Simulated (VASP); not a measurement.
A run of VASP 6.6.1 is set up as follows.

File POSCAR:

```
Ag
1.0
   -1.6216095446      1.6216095446      1.6216095446
    1.6216095446     -1.6216095446      1.6216095446
    1.6216095446      1.6216095446     -1.6216095446
Ag
1
Direct
    0.0000000000      0.0000000000      0.0000000000
```

Contents of INCAR.step1:

```
  ALGO = Normal
  EDIFF = 1E-4
  ENCUT = 600
  GGA = PE
  ISMEAR = -1
  LASPH = True
  LCHARG = False
  LREAL = False
  LWAVE = True
  NELM = 80
  PREC = Accurate
  SIGMA = 0.1
```

File INCAR.step2:

```
  ALGO = Normal
  EDIFF = 1E-7
  EDIFFG = -0.01
  ENCUT = 600
  IBRION = 2
  ISIF = 3
  ISMEAR = -1
  ISTART = 1
  LASPH = True
  LCHARG = False
  LMIXTAU = True
  LREAL = False
  LWAVE = False
  METAGGA = R2SCAN
  NELM = 80
  NSW = 80
  PREC = Accurate
  SIGMA = 0.1
```

Contents of KPOINTS:

```
k-points
0
Gamma
  14 14 14
```

Potentials or basis: VASP PAW PBE potentials, release 64 (Ag).

The run is started by

```bash
$ cat potpaw_PBE.64/Ag/POTCAR > POTCAR
$ cp INCAR.step1 INCAR
$ mpirun -np 1 vasp_std > vasp.out
$ cp INCAR.step2 INCAR
$ mpirun -np 1 vasp_std > vasp.out
```

**Question.** Estimate the relaxed volume.

**Answer.** 17.47 Å³/atom.

**Question.** Predict the relaxed cell.

**Answer.** a = 2.831 Å, b = 2.831 Å, c = 2.831 Å, α = 109.47°, β = 109.47°, γ = 109.47°.

Final structure:
```
Ag
1.0
    -1.63468    1.63468    1.63468
     1.63468   -1.63468    1.63468
     1.63468    1.63468   -1.63468
Ag
1
Direct
  0.00000 0.00000 0.00000
```

Caveat: the PAW data sets were made with another functional, which shifts forces and pressure a little.
